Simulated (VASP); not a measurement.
Runs of VASP 6.6.1 on Ba3SrZr4O12 (a cell with a defect). The cell holds a defect, 20 atoms: a = 8.362 Å, b = 8.362 Å, c = 4.181 Å, α = 90.00°, β = 90.00°, γ = 90.00°. 

| level | spin | gap on the mesh (eV) | pressure (GPa) | largest force (eV/Å) |
| --- | --- | --- | --- | --- |
| PBEsol+D3(BJ) | off | 3.93 | (a) | 5.57 |
| PBEsol | off | 3.93 | 2.8 | 5.57 |
| PBEsol+D4 | off | 3.93 | 1.5 | 5.57 |
| PBEsol | collinear | 3.93 | 2.8 | 5.57 |

Alike in all rows: task single point; potentials or basis VASP PAW PBE potentials, release 64 (Ba_sv, Sr_sv, Zr_sv, O); cell as given; k mesh 2 × 2 × 2, shifted; cutoff (eV) 520; smearing fermi-dirac 0.05 eV.

Fill in the values left out.

(a) 0.0.

Caveats: all runs use coarse meshes; the PAW data sets were made with another functional, which shifts forces and pressure a little; spin-orbit coupling is left out, which moves the levels of the heavy elements.

A k mesh can miss the band edges, and the runs leave out spin-orbit coupling on Ba, Sr, Zr.
